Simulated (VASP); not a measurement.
# Cl (Cmce) in VASP: further runs

Cl is run at these levels: PBEsol; tasks: relaxation of shape and atoms at fixed volume.

Everything below comes from runs of VASP 6.6.1. Logs are shortened: lines on timing, memory, paths and dates and some standing lists are left out, and cuts for length are marked.

**1. The cell of the first run**

It takes space group Cmce (No. 64, orthorhombic). Conventional cell: a = 6.685 Å, b = 3.813 Å, c = 7.897 Å, α = 90.00°, β = 90.00°, γ = 90.00°. Within 2.7 Å of Cl (site symmetry m) lie 1 Cl at 2.01 Å.

**2. Relaxation of shape and atoms at fixed volume, PBEsol (25.16 Å³/atom)**

The input, INCAR:

```
SYSTEM = Cl
PREC = Accurate ; ENCUT = 600
EDIFF = 1E-6 ; ISMEAR = 0
SIGMA = 0.02 ; LREAL = .False.
LASPH = .True. ; NELM = 80
ALGO = Normal ; ISIF = 4
LWAVE = .False. ; LCHARG = .False.
GGA = PS ; IBRION = 2
NSW = 50 ; EDIFFG = -0.01
```

The input, KPOINTS:

```
Automatic mesh
0
Gamma
  8 8 4
  0 0 0
```

The input, POSCAR:

```
Cl
1.0
    3.3422806057     -1.9066034585      0.0000000000
    3.3422806057      1.9066034585      0.0000000000
    0.0000000000      0.0000000000      7.8967759826
Cl
4
Direct
    0.8719878790      0.1280121210      0.1114964230
    0.6280121210      0.3719878790      0.6114964230
    0.1280121210      0.8719878790      0.8885035770
    0.3719878790      0.6280121210      0.3885035770
```

Potentials or basis: VASP PAW PBE potentials, release 64 (Cl).

The run is started by

```console
> cat potpaw_PBE.64/Cl/POTCAR > POTCAR
> mpirun -np 1 vasp_std > vasp.out
```

OUTCAR:

```text
SYSTEM = Cl
   PREC = Accurate
   ENCUT = 600
   EDIFF = 1E-6
   ISMEAR = 0
   LREAL = .False.
   LASPH = .True.
   NELM = 80
   ISIF = 4
   GGA = PS
   IBRION = 2
   NSW = 50
   EDIFFG = -0.01

 ion  position               nearest neighbor table
   1  0.872  0.128  0.111-   3 2.01
   2  0.628  0.372  0.611-   4 2.01
   3  0.128  0.872  0.889-   1 2.01
   4  0.372  0.628  0.389-   2 2.01

  LATTYP: Found a base centered orthorhombic cell.
 ALAT       =     3.8132069170
 B/A-ratio  =     1.7530024876
 C/A-ratio  =     2.0709015153

  Lattice vectors:

 A1 = (  -3.3422806057,  -1.9066034585,   0.0000000000)
 A2 = (   3.3422806057,  -1.9066034585,   0.0000000000)
 A3 = (   0.0000000000,   0.0000000000,   7.8967759826)

Analysis of symmetry for initial positions (statically):
=====================================================================
 Subroutine PRICEL returns:
 Original cell was already a primitive cell.

 Routine SETGRP: Setting up the symmetry group for a
 base centered orthorhombic supercell.

 Subroutine GETGRP returns: Found  8 space group operations
 (whereof  4 operations were pure point group operations)
 out of a pool of  8 trial point group operations.

The static configuration has the point symmetry C_2h.
 The point group associated with its full space group is D_2h.

Analysis of symmetry for dynamics (positions and initial velocities):
=====================================================================
 Subroutine PRICEL returns:
 Original cell was already a primitive cell.

 Routine SETGRP: Setting up the symmetry group for a
 base centered orthorhombic supercell.

 Subroutine GETGRP returns: Found  8 space group operations
 (whereof  4 operations were pure point group operations)
 out of a pool of  8 trial point group operations.

The dynamic configuration has the point symmetry C_2h.
 The point group associated with its full space group is D_2h.

 Subroutine INISYM returns: Found  8 space group operations
 (whereof  4 operations are pure point group operations),
 and found     1 'primitive' translations

----------------------------------------------------------------------------------------

                                     Primitive cell

  volume of cell :     100.6429

  direct lattice vectors                    reciprocal lattice vectors
[... 113 lines left out ...]
  Fermi-wavevector in a.u.,A,eV,Ry     =   1.068726  2.019600 15.540245  1.142176
  Thomas-Fermi vector in A             =   2.204383
   LORBIT       =      0    0 simple, 1 ext, 2 COOP (PROOUT), +10 PAW based schemes
   GGA     = PS    functional components
   LHFCALC =     F    Hartree Fock is set to
   AEXX    =    0.0000 exact exchange contribution
   IVDW    =     0    specifies the selected vdW correction
   LEPSILON=     F    determine dielectric tensor
   LRPA    =     F    only Hartree local field effects (RPA)
 conjugate gradient relaxation of ions
 non-spin polarized calculation
 Gauss-broadening in eV      SIGMA  =   0.02
  energy-cutoff  :      600.00
  volume of cell :      100.64
 maximum number of plane-waves:      3389
   NGX = 15   NGY = 15   NGZ = 31

--------------------------------------- Ionic step        1  -------------------------------------------

 number of electron      27.9999999 magnetization

 Free energy of the ion-electron system (eV)
  ---------------------------------------------------
  ext. energy  EPLUGINS =         0.00000000
  ---------------------------------------------------
  free energy    TOTEN  =        -8.04587034 eV

  energy without entropy =       -8.04587034  energy(sigma->0) =       -8.04587034

------------------------ aborting loop because EDIFF is reached ----------------------------------------

  FORCE on cell =-STRESS in cart. coord.  units (eV):
  Direction    XX          YY          ZZ          XY          YZ          ZX
  --------------------------------------------------------------------------------------
  -------------------------------------------------------------------------------------
  Total        0.1568096      0.6958837      1.2948910      0.0000000      0.0000000      0.0000000
  in kB        2.4963194     11.0780708     20.6139258      0.0000000      0.0000000      0.0000000
  external PRESSURE =      11.3961054 kB  Pullay stress =       0.0000000 kB
[... 95 lines left out ...]
  FREE ENERGIE OF THE ION-ELECTRON SYSTEM (eV)
  ---------------------------------------------------
  free  energy   TOTEN  =        -8.0496752330 eV

  energy  without entropy=       -8.0496752330  energy(sigma->0) =       -8.04967523

[... ionic steps 4 to 9 ...]

--------------------------------------- Ionic step       10  -------------------------------------------

 number of electron      27.9999998 magnetization

------------------------ aborting loop because EDIFF is reached ----------------------------------------
[... 71 lines left out ...]
--------------------------------------- Ionic step       12  -------------------------------------------

 number of electron      27.9999997 magnetization

 Free energy of the ion-electron system (eV)
  ---------------------------------------------------
  ext. energy  EPLUGINS =         0.00000000
  ---------------------------------------------------
  free energy    TOTEN  =        -8.05257224 eV

  energy without entropy =       -8.05257224  energy(sigma->0) =       -8.05257224

 E-fermi :   0.8030     XC(G=0):  -8.6039

 val. band max:        0.6594172314   @ k =   0.0000   0.0000   0.0000
 cond. band min:       2.7555441258   @ k =   0.0000   0.0000   0.0000
 fundamental gap:      2.0961268944
 Fermi energy:         0.8029552626

 k-point     1 :       0.0000    0.0000    0.0000
  band No.  band energies     occupation
      1     -16.4140      2.00000
      2     -15.9412      2.00000
      3     -12.7144      2.00000
      4     -11.4191      2.00000
      5      -5.4709      2.00000
      6      -3.6774      2.00000
[... 481 lines left out ...]
      5      -5.2504      2.00000
      6      -4.3475      2.00000
[... 10 lines left out ...]
     17       8.3246      0.00000
     18       8.6108      0.00000

 [... further k-points ...]

------------------------ aborting loop because EDIFF is reached ----------------------------------------

  FORCE on cell =-STRESS in cart. coord.  units (eV):
  Direction    XX          YY          ZZ          XY          YZ          ZX
  --------------------------------------------------------------------------------------
  -------------------------------------------------------------------------------------
  Total        0.2745066      0.2883062      0.2659159      0.0000000      0.0000000      0.0000000
  in kB        4.3699891      4.5896699      4.2332291      0.0000000      0.0000000      0.0000000
  external PRESSURE =       4.3976294 kB  Pullay stress =       0.0000000 kB
[... 19 lines left out ...]
  FREE ENERGIE OF THE ION-ELECTRON SYSTEM (eV)
  ---------------------------------------------------
  free  energy   TOTEN  =        -8.0525722358 eV

  energy  without entropy=       -8.0525722358  energy(sigma->0) =       -8.05257224

 reached required accuracy - stopping structural energy minimisation
```

CONTCAR:

```text
Cl
   1.00000000000000
     3.2722021781995974   -1.9266498643628616    0.0000000000000000
     3.2722021781995974    1.9266498643628616    0.0000000000000000
     0.0000000000000000   -0.0000000000000000    7.9819715911424565
  Cl
     4
Direct
     0.8724508272381648    0.1275491727618354    0.1106917930983870
     0.6275491727618352    0.3724508272381647    0.6106917930983869
     0.1275491727618354    0.8724508272381648    0.8893082069016131
     0.3724508272381647    0.6275491727618352    0.3893082069016129

  0.00000000E+00  0.00000000E+00  0.00000000E+00
  0.00000000E+00  0.00000000E+00  0.00000000E+00
  0.00000000E+00  0.00000000E+00  0.00000000E+00
  0.00000000E+00  0.00000000E+00  0.00000000E+00
```

Run time: 6.5 min. Hardware: 1 thread of Intel Xeon 6975P-C (Granite Rapids), shared host; peak memory 0.29 GiB.

What came out:

* Free energy: -8.0526 eV
* Energy gained by relaxing: 1.7 meV/atom
* Ionic steps: 12
* Pressure after relaxing: 0.4 GPa
* Largest force after relaxing: 0.005 eV/Å
* Band gap on the k mesh: 2.10 eV

Forces on the atoms (eV/Å):
```
Cl   0.000  0.003  0.004
Cl   0.000 -0.003  0.004
Cl   0.000 -0.003 -0.004
Cl   0.000  0.003 -0.004
```

The path:
```csv
step,energy change (eV),largest force (eV/Å),pressure (GPa),volume (Å³)
1,0.0000,0.1641,1.14,100.64
2,-0.0021,0.1897,0.15,100.64
3,-0.0038,0.0574,0.55,100.64
4,-0.0046,0.0440,0.52,100.64
5,-0.0061,0.0122,0.47,100.64
6,-0.0062,0.0152,0.46,100.64
7,-0.0062,0.0188,0.46,100.64
8,-0.0062,0.0169,0.46,100.64
9,-0.0064,0.0131,0.43,100.64
10,-0.0066,0.0274,0.36,100.64
11,-0.0067,0.0106,0.40,100.64
12,-0.0067,0.0052,0.44,100.64
```

Final structure:
```cif
data_structure
_symmetry_space_group_name_H-M 'P 1'
_symmetry_Int_Tables_number 1
_cell_length_a 3.7973
_cell_length_b 3.7973
_cell_length_c 7.9820
_cell_angle_alpha 90.000
_cell_angle_beta 90.000
_cell_angle_gamma 60.979
_cell_volume 100.64
loop_
_atom_site_label
_atom_site_type_symbol
_atom_site_fract_x
_atom_site_fract_y
_atom_site_fract_z
_atom_site_occupancy
Cl1 Cl 0.87245 0.12755 0.11069 1
Cl2 Cl 0.62755 0.37245 0.61069 1
Cl3 Cl 0.12755 0.87245 0.88931 1
Cl4 Cl 0.37245 0.62755 0.38931 1
```

Caveat: this functional lacks dispersion, which holds the molecules together, so the pressure and a relaxed volume are unreliable; the PAW data sets were made with another functional, which shifts forces and pressure a little.

**3. Relaxation of shape and atoms at fixed volume, PBEsol (25.96 Å³/atom)**

This run uses another cell than the first one, of 25.96 Å³/atom.

The input, INCAR:

```
PREC = Accurate
ENCUT = 600
EDIFF = 1E-6
ISMEAR = 0
SIGMA = 0.02
LREAL = False
LASPH = True
NELM = 60
ALGO = Normal
ISIF = 4
LWAVE = False
LCHARG = False
GGA = PS
IBRION = 2
NSW = 50
EDIFFG = -0.01
```

The input, KPOINTS:

```
regular mesh
0
Gamma
  8 8 4
```

The input, POSCAR:

```
Cl
1.0
    3.4131668982     -1.9211048968      0.0000000000
    3.4131668982      1.9211048968      0.0000000000
    0.0000000000      0.0000000000      7.9193288968
Cl
4
Direct
    0.8732862456      0.1267137544      0.1112271541
    0.6267137544      0.3732862456      0.6112271541
    0.1267137544      0.8732862456      0.8887728459
    0.3732862456      0.6267137544      0.3887728459
```

Potentials or basis: VASP PAW PBE potentials, release 64 (Cl).

The run is started by

```console
> cat potpaw_PBE.64/Cl/POTCAR > POTCAR
> mpirun -np 1 vasp_std > vasp.out
```

It took 8.5 min on 1 thread of Intel Xeon 6975P-C (Granite Rapids), shared host; peak memory 0.3 GiB.

The run converged. Its results:

| Property | Result |
| --- | --- |
| Free energy | -8.0592 eV |
| Energy gained by relaxing | 1.5 meV/atom |
| Ionic steps | 14 |
| Pressure after relaxing | 0.2 GPa |
| Band gap on the k mesh | 2.11 eV |

Step by step:
```csv
step,energy change (eV),largest force (eV/Å),pressure (GPa),volume (Å³)
1,0.0000,0.1602,0.86,103.85
2,-0.0017,0.1842,-0.06,103.85
3,-0.0034,0.0515,0.32,103.85
4,-0.0041,0.0402,0.30,103.85
5,-0.0053,0.0125,0.25,103.85
6,-0.0043,0.0555,0.20,103.85
7,-0.0054,0.0166,0.24,103.85
8,-0.0054,0.0144,0.24,103.85
9,-0.0056,0.0138,0.20,103.85
10,-0.0057,0.0427,0.10,103.85
11,-0.0057,0.0351,0.12,103.85
12,-0.0057,0.0314,0.13,103.85
13,-0.0058,0.0198,0.16,103.85
14,-0.0059,0.0020,0.20,103.85
```

Final structure:
```
Cl
1.0
     3.34458   -1.93846    0.00000
     3.34458    1.93846    0.00000
     0.00000    0.00000    8.00939
Cl
4
Direct
  0.87399 0.12601 0.11047
  0.62601 0.37399 0.61047
  0.12601 0.87399 0.88953
  0.37399 0.62601 0.38953
```

Levels at points of the mesh, in eV from the valence-band top:
| k point | band 12 | band 13 | band 14 | band 15 | band 16 | band 17 |
| --- | --- | --- | --- | --- | --- | --- |
| (0.00, 0.00, 0.00) | -0.49 | -0.40 | 0.00 | 2.11 | 3.13 | 6.48 |
| (0.50, 0.00, 0.00) | -1.14 | -0.53 | -0.53 | 3.00 | 3.00 | 7.60 |
| (0.50, 0.50, 0.00) | -1.34 | -0.54 | -0.25 | 2.16 | 2.98 | 8.00 |
| (0.00, 0.00, 0.50) | -1.02 | -0.19 | -0.19 | 2.54 | 2.54 | 6.94 |
| (0.50, 0.00, 0.50) | -0.75 | -0.18 | -0.18 | 2.54 | 2.54 | 7.93 |
| (0.50, 0.50, 0.50) | -1.11 | -0.93 | -0.93 | 2.50 | 2.50 | 8.82 |

Caveat: this functional lacks dispersion, which holds the molecules together, so the pressure and a relaxed volume are unreliable; the PAW data sets were made with another functional, which shifts forces and pressure a little. A k mesh can miss the band edges.
